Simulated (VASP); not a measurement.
# Pb (Fm-3m) in VASP: notebook

Runs on Pb. Level: PBEsol. Tasks: relaxation of cell and atoms, single point.

Program: VASP 6.6.1. These are calculated values, not measurements. Logs are shortened: lines on timing, memory, paths and dates and some standing lists are left out, and cuts for length are marked.

### Step 1. The cell of the first run

It takes space group Fm-3m (No. 225, cubic). The conventional cell has a = 4.950 Å, b = 4.950 Å, c = 4.950 Å, α = 90.00°, β = 90.00°, γ = 90.00°. Within 4.6 Å of Pb (site symmetry m-3m) lie 12 Pb at 3.50 Å.

### Step 2. Relaxation of cell and atoms, PBEsol

Contents of INCAR:

```
PREC = Accurate
ENCUT = 600
EDIFF = 1E-6
ISMEAR = -1
SIGMA = 0.1
LREAL = F
LASPH = T
NELM = 100
ALGO = Normal
ISIF = 3
LWAVE = F
LCHARG = F
GGA = PS
IBRION = 2
NSW = 100
EDIFFG = -0.002
```

Contents of KPOINTS:

```
Automatic mesh
0
Gamma
  12 12 12
```

Contents of POSCAR:

```
Pb
1.0
    0.0000000000      2.4750200000      2.4750200000
    2.4750200000      0.0000000000      2.4750200000
    2.4750200000      2.4750200000      0.0000000000
Pb
1
Direct
    0.0000000000      0.0000000000      0.0000000000
```

Potentials or basis: VASP PAW PBE potentials, release 64 (Pb_d).

Run with:

```bash
> cat potpaw_PBE.64/Pb_d/POTCAR > POTCAR
> mpirun -np 1 vasp_std > vasp.out
```

OUTCAR:

```text
PREC = Accurate
   ENCUT = 600
   EDIFF = 1E-6
   ISMEAR = -1
   LREAL = F
   LASPH = T
   NELM = 100
   ISIF = 3
   GGA = PS
   IBRION = 2
   NSW = 100
   EDIFFG = -0.002

 ion  position               nearest neighbor table
   1  0.000  0.000  0.000-

  LATTYP: Found a face centered cubic cell.
 ALAT       =     4.9500400000

  Lattice vectors:

 A1 = (   0.0000000000,   2.4750200000,   2.4750200000)
 A2 = (   2.4750200000,   0.0000000000,   2.4750200000)
 A3 = (   2.4750200000,   2.4750200000,   0.0000000000)

Analysis of symmetry for initial positions (statically):
=====================================================================
 Subroutine PRICEL returns:
 Original cell was already a primitive cell.

 Routine SETGRP: Setting up the symmetry group for a
 face centered cubic supercell.

 Subroutine GETGRP returns: Found 48 space group operations
 (whereof 48 operations were pure point group operations)
 out of a pool of 48 trial point group operations.

The static configuration has the point symmetry O_h .

Analysis of symmetry for dynamics (positions and initial velocities):
=====================================================================
 Subroutine PRICEL returns:
 Original cell was already a primitive cell.

 Routine SETGRP: Setting up the symmetry group for a
 face centered cubic supercell.

 Subroutine GETGRP returns: Found 48 space group operations
 (whereof 48 operations were pure point group operations)
 out of a pool of 48 trial point group operations.

The dynamic configuration has the point symmetry O_h .

 Subroutine INISYM returns: Found 48 space group operations
 (whereof 48 operations are pure point group operations),
 and found     1 'primitive' translations

----------------------------------------------------------------------------------------

                                     Primitive cell

  volume of cell :      30.3226

  direct lattice vectors                    reciprocal lattice vectors
     0.000000000  2.475020000  2.475020000    -0.202018570  0.202018570  0.202018570
     2.475020000  0.000000000  2.475020000     0.202018570 -0.202018570  0.202018570
     2.475020000  2.475020000  0.000000000     0.202018570  0.202018570 -0.202018570

  length of vectors
     3.500206851  3.500206851  3.500206851     0.349906427  0.349906427  0.349906427

  position of ions in fractional coordinates (direct lattice)
     0.000000000  0.000000000  0.000000000

  ion indices of the primitive-cell ions
   primitive index   ion index
                 1           1

----------------------------------------------------------------------------------------

 KPOINTS: Automatic mesh

Automatic generation of k-mesh.
 Grid dimensions read from file:
 generate k-points for:   12   12   12

 Generating k-lattice:

  Cartesian coordinates                     Fractional coordinates (reciprocal lattice)
    -0.016834881  0.016834881  0.016834881     0.083333333  0.000000000  0.000000000
     0.016834881 -0.016834881  0.016834881     0.000000000  0.083333333  0.000000000
     0.016834881  0.016834881 -0.016834881     0.000000000  0.000000000  0.083333333

  Length of vectors
     0.029158869  0.029158869  0.029158869

  Shift w.r.t. Gamma in fractional coordinates (k-lattice)
     0.000000000  0.000000000  0.000000000

 Subroutine IBZKPT returns following result:
 ===========================================

 Found     72 irreducible k-points:

 Following reciprocal coordinates:
            Coordinates               Weight
  0.000000  0.000000  0.000000      1.000000
  0.083333  0.000000  0.000000      8.000000
  0.166667  0.000000  0.000000      8.000000
  0.250000  0.000000  0.000000      8.000000
  0.333333  0.000000  0.000000      8.000000
  0.416667  0.000000  0.000000      8.000000
[... 16 lines left out ...]
  0.500000  0.166667  0.000000     24.000000
 -0.416667  0.166667  0.000000     24.000000
 [... further k-points ...]
   k-points           NKPTS =     72   k-points in BZ     NKDIM =     72   number of bands    NBANDS=     11
   number of dos      NEDOS =    301   number of ions     NIONS =      1
   total plane-waves  NPLWV =  21952
   dimension x,y,z NGX =    28 NGY =   28 NGZ =   28
   dimension x,y,z NGXF=    56 NGYF=   56 NGZF=   56
   ions per type =               1
   NGX,Y,Z   is equivalent  to a cutoff of  13.30, 13.30, 13.30 a.u.
   NGXF,Y,Z  is equivalent  to a cutoff of  26.60, 26.60, 26.60 a.u.
 SYSTEM =  unknown system
   PREC   = accura    normal or accurate (medium, high low for compatibility)
   ISTART =      0    job   : 0-new  1-cont  2-samecut
   ICHARG =      2    charge: 1-file 2-atom 10-const
   ISPIN  =      1    spin polarized calculation?
   LNONCOLLINEAR =      F non collinear calculations
   LSORBIT =      F    spin-orbit coupling
   LASPH  =      T    aspherical Exc in radial PAW
   ENCUT  =  600.0 eV  44.10 Ry    6.64 a.u.   6.99  6.99  6.99*2*pi/ulx,y,z
   NELM   =    100;   NELMIN=  2; NELMDL= -5     # of ELM steps
   EDIFF  = 0.1E-05   stopping-criterion for ELM
   LREAL  =      F    real-space projection
   EDIFFG = -.2E-02   stopping-criterion for IOM
   NSW    =    100    number of steps for IOM
   IBRION =      2    ionic relax: 0-MD 1-quasi-New 2-CG
   NFREE  =      1    steps in history (QN), initial steepest desc. (CG)
   ISIF   =      3    stress and relaxation
   ISYM   =      2    0-nonsym 1-usesym 2-fastsym
   POTIM  = 0.5000    time-step for ionic-motion
   TEBEG  =    0.0;   TEEND  =   0.0 temperature during run
   PSTRESS=    0.0 pullay stress
   NELECT =      14.0000    total number of electrons
   NUPDOWN=      -1.0000    fix difference up-down
   EMIN   =  10.00;   EMAX   =-10.00  energy-range for DOS
   EFERMI =   0.00;   METHOD = LEGACY
   ISMEAR =    -1;   SIGMA  =   0.10  broadening in eV -4-tet -1-fermi 0-gaus
   EFERMI_NEDOS =   21; number of points for ismear=-14 and -15
   IALGO  =     38    algorithm
   IMIX   =      4    mixing-type and parameters
     AMIX     =   0.40;   BMIX     =  1.00
     AMIX_MAG =   1.60;   BMIX_MAG =  1.00
  volume/ion in A,a.u.               =      30.32       204.63
  Fermi-wavevector in a.u.,A,eV,Ry     =   1.265306  2.391081 21.782907  1.600999
  Thomas-Fermi vector in A             =   2.398566
   LORBIT       =      0    0 simple, 1 ext, 2 COOP (PROOUT), +10 PAW based schemes
   GGA     = PS    functional components
   LHFCALC =     F    Hartree Fock is set to
   AEXX    =    0.0000 exact exchange contribution
   IVDW    =     0    specifies the selected vdW correction
   LEPSILON=     F    determine dielectric tensor
   LRPA    =     F    only Hartree local field effects (RPA)
 conjugate gradient relaxation of ions
 non-spin polarized calculation
  energy-cutoff  :      600.00
  volume of cell :       30.32
 maximum number of plane-waves:      1036
   NGX = 13   NGY = 13   NGZ = 13

--------------------------------------- Ionic step        1  -------------------------------------------

 number of electron      13.9999999 magnetization

 Free energy of the ion-electron system (eV)
  ---------------------------------------------------
  ext. energy  EPLUGINS =         0.00000000
  ---------------------------------------------------
  free energy    TOTEN  =        -3.99945157 eV

  energy without entropy =       -3.97444814  energy(sigma->0) =       -3.98694985

------------------------ aborting loop because EDIFF is reached ----------------------------------------

  FORCE on cell =-STRESS in cart. coord.  units (eV):
  Direction    XX          YY          ZZ          XY          YZ          ZX
  --------------------------------------------------------------------------------------
  -------------------------------------------------------------------------------------
  Total       -0.0444759     -0.0444759     -0.0444759      0.0000000      0.0000000      0.0000000
  in kB       -2.3500098     -2.3500098     -2.3500098      0.0000000      0.0000000      0.0000000
  external PRESSURE =      -2.3500098 kB  Pullay stress =       0.0000000 kB
[... 90 lines left out ...]
  energy  without entropy=       -3.9745272431  energy(sigma->0) =       -3.98704692

--------------------------------------- Ionic step        4  -------------------------------------------

 number of electron      13.9999999 magnetization

 Free energy of the ion-electron system (eV)
  ---------------------------------------------------
  ext. energy  EPLUGINS =         0.00000000
  ---------------------------------------------------
  free energy    TOTEN  =        -3.99956315 eV

  energy without entropy =       -3.97452984  energy(sigma->0) =       -3.98704649

 E-fermi :   7.1758     XC(G=0): -10.3607

 val. band max:        7.1752378171   @ k =  -0.2500   0.0833   0.0000
 cond. band min:       7.2372633269   @ k =  -0.4167   0.4167   0.0833
 fundamental gap:      0.0620255097
 Fermi energy:         7.1758042523

 k-point     1 :       0.0000    0.0000    0.0000
  band No.  band energies     occupation
      1      -9.8383      2.00000
      2      -9.8383      2.00000
      3      -9.8383      2.00000
      4      -9.6947      2.00000
      5      -9.6947      2.00000
      6      -4.6474      2.00000
      7      14.5951      0.00000
      8      14.5951      0.00000
      9      14.5951      0.00000
     10      16.9154      0.00000
     11      18.5194      0.00000
[... 309 lines left out ...]
 k-point    24 :      -0.4167    0.1667    0.0000
  band No.  band energies     occupation
      1      -9.8593      2.00000
      2      -9.8019      2.00000
      3      -9.7656      2.00000
      4      -9.6118      2.00000
      5      -9.5752      2.00000
      6      -0.7067      2.00000
      7       3.5675      2.00000
      8       9.3764      0.00000
      9      11.9114      0.00000
     10      14.9823      0.00000
     11      19.0756      0.00000

 [... further k-points ...]
[... 5 lines left out ...]
  --------------------------------------------------------------------------------------
  -------------------------------------------------------------------------------------
  Total        0.0006732      0.0006732      0.0006732     -0.0000000     -0.0000000     -0.0000000
  in kB        0.0357196      0.0357196      0.0357196     -0.0000000     -0.0000000     -0.0000000
  external PRESSURE =       0.0357196 kB  Pullay stress =       0.0000000 kB
[... 16 lines left out ...]
  FREE ENERGIE OF THE ION-ELECTRON SYSTEM (eV)
  ---------------------------------------------------
  free  energy   TOTEN  =        -3.9995631467 eV

  energy  without entropy=       -3.9745298365  energy(sigma->0) =       -3.98704649

 reached required accuracy - stopping structural energy minimisation
```

Run time: 61 s. Hardware: 1 thread of AMD EPYC 7R43 (Zen 3), shared host; peak memory 0.14 GiB.

What came out:

```yaml
Free_energy: -3.9996 eV
Relaxed_volume: 30.19 Å³/atom
Relaxed_cell: a = 3.495 Å, b = 3.495 Å, c = 3.495 Å, α = 60.00°, β = 60.00°, γ = 60.00°
Space_group_after_relaxing_to_0.05_Å: Fm-3m (No. 225)
Energy_gained_by_relaxing: 0.1 meV/atom
Ionic_steps: 4
Pressure_after_relaxing: 0.0 GPa
Band_gap_on_the_k_mesh: zero (band 7 reaches 14.60 eV, above the bottom of band 8 at 5.59 eV)
```

The path:
| step | energy change (eV) | largest force (eV/Å) | pressure (GPa) | volume (Å³) |
| --- | --- | --- | --- | --- |
| 1 | 0.0000 | 0.0000 | -0.24 | 30.32 |
| 2 | -0.0001 | 0.0000 | 0.06 | 30.13 |
| 3 | -0.0001 | 0.0000 | 0.05 | 30.17 |
| 4 | -0.0001 | 0.0000 | 0.00 | 30.19 |

Final structure:
```
Pb
1.0
     0.00000    2.47151    2.47151
     2.47151    0.00000    2.47151
     2.47151    2.47151    0.00000
Pb
1
Direct
  0.00000 0.00000 0.00000
```

Caveat: the PAW data sets were made with another functional, which shifts forces and pressure a little; spin-orbit coupling is left out, which moves the levels of the heavy elements.

### Step 3. Single point, PBEsol

This run uses another cell than the first one, of 30.16 Å³/atom, 0.995 times its volume.

Contents of INCAR:

```
SYSTEM = Pb
PREC = Accurate ; ENCUT = 500
EDIFF = 1E-6 ; ISMEAR = -4
SIGMA = 0.1 ; LREAL = .False.
LASPH = .True. ; NELM = 120
ALGO = Normal ; ISIF = 2
LWAVE = .False. ; LCHARG = .True.
GGA = PS ; LELF = .True.
LVHAR = .True. ; NBANDS = 13
GGA_COMPAT = .False.
```

Contents of KPOINTS:

```
Automatic mesh
0
Gamma
  12 12 12
  0 0 0
```

Contents of POSCAR:

```
Pb
1.0
    0.0000000000      2.4706811655      2.4706811655
    2.4706811655      0.0000000000      2.4706811655
    2.4706811655      2.4706811655      0.0000000000
Pb
1
Direct
    0.0000000000      0.0000000000      0.0000000000
```

Potentials or basis: VASP PAW PBE potentials, release 64 (Pb_d).

Run with:

```bash
> cat potpaw_PBE.64/Pb_d/POTCAR > POTCAR
> mpirun -np 1 vasp_std > vasp.out
```

Run time: 19 s. Hardware: 1 thread of Intel Xeon Platinum 8259CL at 2.50GHz (Skylake/Cascade Lake), shared host; peak memory 0.17 GiB.

Results (log left out):

| Property | Result |
| --- | --- |
| Free energy | -3.9194 eV |
| Pressure | 0.3 GPa |
| Band gap on the k mesh | zero (band 7 reaches 14.62 eV, above the bottom of band 8 at 5.60 eV) |

Levels at points of the mesh, in eV from the Fermi level:
```tsv
k point	band 3	band 4	band 5	band 6	band 7	band 8	band 9	band 10	band 11	band 12
(0.00, 0.00, 0.00)	-17.04	-16.90	-16.90	-11.86	7.40	7.40	7.40	9.71	11.33	12.46
(0.50, 0.00, 0.00)	-17.03	-16.76	-16.76	-8.19	-4.30	5.55	5.55	9.18	9.45	11.17
(0.50, 0.50, 0.00)	-16.77	-16.72	-16.72	-6.77	-3.36	1.99	1.99	5.32	6.61	18.24
```

Caveat: the PAW data sets were made with another functional, which shifts forces and pressure a little; spin-orbit coupling is left out, which moves the levels of the heavy elements.
